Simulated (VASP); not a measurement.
# P (Cmce) in VASP: settings compared, part 2 of 2

VASP 6.6.1.

### 4 Single point, r2SCAN

This run uses another cell than the first one, of 21.69 Å³/atom.

Contents of POSCAR:

```
P
1.0
    1.6800600174     -5.5722225395      0.0000000000
    1.6800600174      5.5722225395      0.0000000000
    0.0000000000      0.0000000000      4.6327491080
P
4
Direct
    0.9041431300      0.0958568700      0.5888151700
    0.0958568700      0.9041431300      0.4111848300
    0.5958568700      0.4041431300      0.0888151700
    0.4041431300      0.5958568700      0.9111848300
```

Contents of INCAR.step1:

```
SYSTEM = P
PREC = Accurate ; ENCUT = 520
ISMEAR = -1 ; SIGMA = 0.05
LREAL = .False. ; LASPH = .True.
NELM = 60 ; NBANDS = 18
GGA = PE ; ALGO = Normal
EDIFF = 1E-4 ; LWAVE = .True.
LCHARG = .False.
```

Contents of INCAR.step2:

```
SYSTEM = P
PREC = Accurate ; ENCUT = 520
EDIFF = 1E-6 ; ISMEAR = -1
SIGMA = 0.05 ; LREAL = .False.
LASPH = .True. ; NELM = 60
ALGO = Normal ; ISIF = 2
LWAVE = .False. ; LCHARG = .False.
METAGGA = R2SCAN ; LMIXTAU = .True.
NBANDS = 18 ; ISTART = 1
```

Contents of KPOINTS:

```
Automatic mesh
0
Gamma
  8 8 6
  0 0 0
```

Potentials or basis: VASP PAW PBE potentials, release 64 (P).

Launch:

```sh
$ cat potpaw_PBE.64/P/POTCAR > POTCAR
$ cp INCAR.step1 INCAR
$ mpirun -np 1 vasp_std > vasp.out
$ cp INCAR.step2 INCAR
$ mpirun -np 1 vasp_std > vasp.out
```

OUTCAR:

```text
SYSTEM = P
   PREC = Accurate
   ENCUT = 520
   EDIFF = 1E-6
   ISMEAR = -1
   LREAL = .False.
   LASPH = .True.
   NELM = 60
   ISIF = 2
   METAGGA = R2SCAN
   ISTART = 1

 ion  position               nearest neighbor table
   1  0.904  0.096  0.589-   4 2.25   4 2.25   2 2.29
   2  0.096  0.904  0.411-   3 2.25   3 2.25   1 2.29
   3  0.596  0.404  0.089-   2 2.25   2 2.25   4 2.29
   4  0.404  0.596  0.911-   1 2.25   1 2.25   3 2.29

  LATTYP: Found a base centered orthorhombic cell.
 ALAT       =     3.3601200348
 B/A-ratio  =     3.3166806434
 C/A-ratio  =     1.3787451222

  Lattice vectors:

 A1 = (   1.6800600174,  -5.5722225395,   0.0000000000)
 A2 = (   1.6800600174,   5.5722225395,   0.0000000000)
 A3 = (   0.0000000000,   0.0000000000,   4.6327491080)

Analysis of symmetry for initial positions (statically):
=====================================================================
 Subroutine PRICEL returns:
 Original cell was already a primitive cell.

 Routine SETGRP: Setting up the symmetry group for a
 base centered orthorhombic supercell.

 Subroutine GETGRP returns: Found  8 space group operations
 (whereof  4 operations were pure point group operations)
 out of a pool of  8 trial point group operations.

The static configuration has the point symmetry C_2h.
 The point group associated with its full space group is D_2h.

Analysis of symmetry for dynamics (positions and initial velocities):
=====================================================================
 Subroutine PRICEL returns:
 Original cell was already a primitive cell.

 Routine SETGRP: Setting up the symmetry group for a
 base centered orthorhombic supercell.

 Subroutine GETGRP returns: Found  8 space group operations
 (whereof  4 operations were pure point group operations)
 out of a pool of  8 trial point group operations.

The dynamic configuration has the point symmetry C_2h.
 The point group associated with its full space group is D_2h.

 Subroutine INISYM returns: Found  8 space group operations
 (whereof  4 operations are pure point group operations),
 and found     1 'primitive' translations

----------------------------------------------------------------------------------------

                                     Primitive cell

  volume of cell :      86.7405

  direct lattice vectors                    reciprocal lattice vectors
     1.680060017 -5.572222540  0.000000000     0.297608416 -0.089730802  0.000000000
     1.680060017  5.572222540  0.000000000     0.297608416  0.089730802  0.000000000
     0.000000000  0.000000000  4.632749108     0.000000000  0.000000000  0.215854556

  length of vectors
     5.819988461  5.819988461  4.632749108     0.310841416  0.310841416  0.215854556

  position of ions in fractional coordinates (direct lattice)
     0.904143130  0.095856870  0.588815170
     0.095856870  0.904143130  0.411184830
     0.595856870  0.404143130  0.088815170
     0.404143130  0.595856870  0.911184830

  ion indices of the primitive-cell ions
   primitive index   ion index
                 1           1
                 2           2
                 3           3
                 4           4

----------------------------------------------------------------------------------------

 KPOINTS: Automatic mesh

Automatic generation of k-mesh.
 Grid dimensions read from file:
 generate k-points for:    8    8    6

 Generating k-lattice:

  Cartesian coordinates                     Fractional coordinates (reciprocal lattice)
     0.037201052 -0.011216350  0.000000000     0.125000000  0.000000000  0.000000000
     0.037201052  0.011216350  0.000000000     0.000000000  0.125000000  0.000000000
     0.000000000  0.000000000  0.035975759     0.000000000  0.000000000  0.166666667

  Length of vectors
     0.038855177  0.038855177  0.035975759

  Shift w.r.t. Gamma in fractional coordinates (k-lattice)
     0.000000000  0.000000000  0.000000000

 Subroutine IBZKPT returns following result:
 ===========================================

 Found     84 irreducible k-points:

 Following reciprocal coordinates:
            Coordinates               Weight
  0.000000  0.000000  0.000000      1.000000
  0.125000  0.000000  0.000000      4.000000
  0.250000  0.000000  0.000000      4.000000
  0.375000 -0.000000  0.000000      4.000000
  0.500000  0.000000  0.000000      2.000000
  0.125000  0.125000  0.000000      2.000000
[... 16 lines left out ...]
  0.125000  0.000000  0.166667      8.000000
  0.250000  0.000000  0.166667      8.000000
 [... further k-points ...]
   k-points           NKPTS =     84   k-points in BZ     NKDIM =     84   number of bands    NBANDS=     18
   number of dos      NEDOS =    301   number of ions     NIONS =      4
   total plane-waves  NPLWV =  82944
   dimension x,y,z NGX =    48 NGY =   48 NGZ =   36
   dimension x,y,z NGXF=    96 NGYF=   96 NGZF=   72
   ions per type =               4
   NGX,Y,Z   is equivalent  to a cutoff of  13.71, 13.71, 12.92 a.u.
   NGXF,Y,Z  is equivalent  to a cutoff of  27.42, 27.42, 25.84 a.u.
 SYSTEM =  P
   PREC   = accura    normal or accurate (medium, high low for compatibility)
   ISTART =      1    job   : 0-new  1-cont  2-samecut
   ICHARG =      0    charge: 1-file 2-atom 10-const
   ISPIN  =      1    spin polarized calculation?
   LNONCOLLINEAR =      F non collinear calculations
   LSORBIT =      F    spin-orbit coupling
   LASPH  =      T    aspherical Exc in radial PAW
   ENCUT  =  520.0 eV  38.22 Ry    6.18 a.u.  10.82 10.82  8.61*2*pi/ulx,y,z
   NELM   =     60;   NELMIN=  2; NELMDL=  0     # of ELM steps
   EDIFF  = 0.1E-05   stopping-criterion for ELM
   LREAL  =      F    real-space projection
   EDIFFG = 0.1E-04   stopping-criterion for IOM
   NSW    =      0    number of steps for IOM
   IBRION =     -1    ionic relax: 0-MD 1-quasi-New 2-CG
   NFREE  =      0    steps in history (QN), initial steepest desc. (CG)
   ISIF   =      2    stress and relaxation
   ISYM   =      2    0-nonsym 1-usesym 2-fastsym
   POTIM  = 0.5000    time-step for ionic-motion
   TEBEG  =    0.0;   TEEND  =   0.0 temperature during run
   PSTRESS=    0.0 pullay stress
   NELECT =      20.0000    total number of electrons
   NUPDOWN=      -1.0000    fix difference up-down
   EMIN   =  10.00;   EMAX   =-10.00  energy-range for DOS
   EFERMI =   0.00;   METHOD = LEGACY
   ISMEAR =    -1;   SIGMA  =   0.05  broadening in eV -4-tet -1-fermi 0-gaus
   EFERMI_NEDOS =   21; number of points for ismear=-14 and -15
   IALGO  =     38    algorithm
   IMIX   =      4    mixing-type and parameters
     AMIX     =   0.40;   BMIX     =  1.00
     AMIX_MAG =   1.60;   BMIX_MAG =  1.00
  volume/ion in A,a.u.               =      21.69       146.34
  Fermi-wavevector in a.u.,A,eV,Ry     =   1.003870  1.897039 13.711340  1.007755
  Thomas-Fermi vector in A             =   2.136450
   LORBIT       =      0    0 simple, 1 ext, 2 COOP (PROOUT), +10 PAW based schemes
   METAGGA = R2SCAN    functional components
   LHFCALC =     F    Hartree Fock is set to
   AEXX    =    0.0000 exact exchange contribution
   IVDW    =     0    specifies the selected vdW correction
   LEPSILON=     F    determine dielectric tensor
   LRPA    =     F    only Hartree local field effects (RPA)
 non-spin polarized calculation
  energy-cutoff  :      520.00
  volume of cell :       86.74
 maximum number of plane-waves:      2370
 NGX is ok and might be reduce to    48
   NGX = 21   NGY = 21   NGZ = 17

 number of electron      19.9999999 magnetization

 Free energy of the ion-electron system (eV)
  ---------------------------------------------------
  ext. energy  EPLUGINS =         0.00000000
  ---------------------------------------------------
  free energy    TOTEN  =       -35.85857350 eV

  energy without entropy =      -35.85850502  energy(sigma->0) =      -35.85853926

 E-fermi :   5.2999     XC(G=0):  -9.6076

 val. band max:        5.1141999561   @ k =   0.5000   0.5000   0.0000
 cond. band min:       5.4856641771   @ k =   0.5000   0.5000   0.0000
 fundamental gap:      0.3714642211
 Fermi energy:         5.2999463186

 k-point     1 :       0.0000    0.0000    0.0000
  band No.  band energies     occupation
      1     -10.9245      2.00000
      2      -8.2249      2.00000
      3      -4.9239      2.00000
      4      -1.5531      2.00000
      5      -0.1041      2.00000
      6       0.3982      2.00000
[... 10 lines left out ...]
     17      12.5785      0.00000
     18      12.9528      0.00000
[... 466 lines left out ...]
      2      -7.7491      2.00000
      3      -5.3343      2.00000
      4      -2.3325      2.00000
      5      -1.0395      2.00000
      6      -0.6676      2.00000
[... 10 lines left out ...]
     17      11.0661      0.00000
     18      12.3676      0.00000

 [... further k-points ...]
[... 5 lines left out ...]
  --------------------------------------------------------------------------------------
  -------------------------------------------------------------------------------------
  Total       -2.7385969     -1.6583237     -2.0577210      0.0000000      0.0000000      0.0000000
  in kB      -50.5844080    -30.6307660    -38.0080034      0.0000000      0.0000000      0.0000000
  external PRESSURE =     -39.7410591 kB  Pullay stress =       0.0000000 kB

 VOLUME and BASIS-vectors are now :
 -----------------------------------------------------------------------------
  energy-cutoff  :      520.00
  volume of cell :       86.74
      direct lattice vectors                 reciprocal lattice vectors
     1.680060017 -5.572222540  0.000000000     0.297608416 -0.089730802  0.000000000
     1.680060017  5.572222540  0.000000000     0.297608416  0.089730802  0.000000000
     0.000000000  0.000000000  4.632749108     0.000000000  0.000000000  0.215854556

 POSITION                                       TOTAL-FORCE (eV/Angst)
 -----------------------------------------------------------------------------------
      1.68006     -4.50395      2.72783         0.000000     -0.353699      0.282232
      1.68006      4.50395      1.90492         0.000000      0.353699     -0.282232
      1.68006     -1.06827      0.41146         0.000000      0.353699      0.282232
      1.68006      1.06827      4.22129         0.000000     -0.353699     -0.282232
 -----------------------------------------------------------------------------------
    total drift:                                0.000000     -0.000000      0.000000

  FREE ENERGIE OF THE ION-ELECTRON SYSTEM (eV)
  ---------------------------------------------------
  free  energy   TOTEN  =       -35.8585734980 eV

  energy  without entropy=      -35.8585050199  energy(sigma->0) =      -35.85853926
```

Run time: 7.1 min. Hardware: 1 thread of AMD EPYC 9R45 (Zen 5), shared host; peak memory 0.3 GiB.

Results:

- Free energy: -35.8586 eV
- Pressure: -4.0 GPa
- Largest force: 0.453 eV/Å
- Band gap on the k mesh: 0.37 eV

Forces on the atoms (eV/Å):
```
P    0.000 -0.354  0.282
P    0.000  0.354 -0.282
P    0.000  0.354  0.282
P    0.000 -0.354 -0.282
```

Levels at points of the mesh, in eV from the valence-band top:
```tsv
k point	band 7	band 8	band 9	band 10	band 11	band 12	band 13	band 14
(0.00, 0.00, 0.00)	-4.09	-2.66	-2.62	-1.15	0.81	1.36	2.10	2.92
(0.50, 0.00, 0.00)	-3.37	-3.37	-2.57	-2.57	0.94	0.94	1.79	1.79
(0.50, 0.50, 0.00)	-4.18	-2.47	-1.52	0.00	0.37	1.13	2.26	2.81
(0.00, 0.00, 0.50)	-3.31	-3.31	-1.65	-1.65	1.59	1.59	3.06	3.06
(0.50, 0.00, 0.50)	-5.24	-5.24	-1.79	-1.79	1.94	1.94	3.61	3.61
(0.50, 0.50, 0.50)	-2.79	-2.79	-1.96	-1.96	1.63	1.63	2.76	2.76
```

Caveat: the cell stands under tension; the PAW data sets were made with another functional, which shifts forces and pressure a little.

### 5 Single point, PBE-based screened hybrid with 10 % exact exchange

This run uses another cell than the first one, of 20.46 Å³/atom.

Contents of POSCAR:

```
P
1.0
    1.6477431241     -5.4650377251      0.0000000000
    1.6477431241      5.4650377251      0.0000000000
    0.0000000000      0.0000000000      4.5436355900
P
4
Direct
    0.9041431300      0.0958568700      0.5888151700
    0.0958568700      0.9041431300      0.4111848300
    0.5958568700      0.4041431300      0.0888151700
    0.4041431300      0.5958568700      0.9111848300
```

Contents of INCAR.step1:

```
SYSTEM = P
ALGO = Normal
EDIFF = 1E-5
ENCUT = 520
GGA = PE
ISIF = 2
ISMEAR = -1
LASPH = .TRUE.
LREAL = .FALSE.
LUSENCCL = .FALSE.
LWAVE = .TRUE.
NBANDS = 18
NELM = 80
PREC = Accurate
SIGMA = 0.05
```

Contents of INCAR.step2:

```
SYSTEM = P
AEXX = 0.1
ALGO = Normal
EDIFF = 1E-7
ENCUT = 520
GGA = PE
HFSCREEN = 0.2078699
ISIF = 2
ISMEAR = -1
ISTART = 1
LASPH = .TRUE.
LCHARG = .TRUE.
LELF = .TRUE.
LHFCALC = .TRUE.
LREAL = .FALSE.
LUSENCCL = .FALSE.
LVHAR = .TRUE.
LWAVE = .FALSE.
NBANDS = 18
NELM = 80
PREC = Accurate
PRECFOCK = Normal
SIGMA = 0.05
```

Contents of KPOINTS:

```
k-points
0
G
  5 5 4
  0 0 0
```

Launch:

```sh
$ cat potpaw_PBE.64/P/POTCAR > POTCAR
$ cp INCAR.step1 INCAR
$ mpirun -np 1 vasp_std > vasp.out
$ cp INCAR.step2 INCAR
$ mpirun -np 1 vasp_std > vasp.out
```

Run time: 31 min. Hardware: 1 × NVIDIA H100 80GB with 1 thread of AMD EPYC 7R13 (Zen 3), shared host; peak memory 1.3 GiB.

Results (log left out):

| Quantity | Value |
| --- | --- |
| Free energy | -23.1530 eV |
| Pressure | 0.8 GPa |
| Largest force | 0.176 eV/Å |
| Band gap on the k mesh | 0.67 eV |

Forces on the atoms (eV/Å):
```
P    0.000 -0.004 -0.176
P    0.000  0.004  0.176
P    0.000  0.004 -0.176
P    0.000 -0.004  0.176
```

Stress tensor (GPa, compression positive):
```
1.23 0.00 0.00
0.00 0.50 0.00
0.00 0.00 0.63
```

Levels at points of the mesh, in eV from the valence-band top:
| k point | band 8 | band 9 | band 10 | band 11 | band 12 | band 13 |
| --- | --- | --- | --- | --- | --- | --- |
| (0.00, 0.00, 0.00) | -2.78 | -2.55 | -1.15 | 0.92 | 1.40 | 2.33 |
| (0.00, 0.00, 0.50) | -3.29 | -1.60 | -1.60 | 1.83 | 1.83 | 3.34 |

Caveat: the PAW data sets were made with another functional, which shifts forces and pressure a little; an odd mesh through Γ misses points on the zone boundary, where band edges can lie.

### 6 Summary

| level | cell | k mesh | cutoff (eV) | grid for exact exchange (PRECFOCK) | share of exact exchange | screening parameter | gap on the mesh (eV) | pressure (GPa) | largest force (eV/Å) |
| --- | --- | --- | --- | --- | --- | --- | --- | --- | --- |
| SVWN5 | a = 5.670, b = 5.670, c = 4.513 Å, angles 90.0, 90.0, 146.4°, 4 atoms | 8 × 8 × 6 | 500 | - | - | - | 0.04 | -0.3 | 0.38 |
| SVWN5 | a = 5.708, b = 5.708, c = 4.544 Å, angles 90.0, 90.0, 146.4°, 4 atoms | 8 × 8 × 6 | 500 | - | - | - | 0.01 | -1.8 | 0.22 |
| r2SCAN | a = 5.820, b = 5.820, c = 4.633 Å, angles 90.0, 90.0, 146.4°, 4 atoms | 8 × 8 × 6 | 520 | - | - | - | 0.37 | -4.0 | 0.45 |
| PBE-based screened hybrid with 10 % exact exchange | a = 5.708, b = 5.708, c = 4.544 Å, angles 90.0, 90.0, 146.4°, 4 atoms | 5 × 5 × 4 | 520 | Normal | 0.1 | 0.20787 1/Å | 0.67 | 0.8 | 0.18 |

Alike in all rows: task single point; potentials or basis VASP PAW PBE potentials, release 64 (P); no spin polarisation; smearing fermi-dirac 0.05 eV.

Caveats: the PAW data sets were made with another functional, which shifts forces and pressure a little; the cell stands under tension (at least some runs); an odd mesh through Γ misses points on the zone boundary, where band edges can lie (at least some runs).

Total energies depend on the potentials used, so only differences within one code and one set of settings carry meaning.
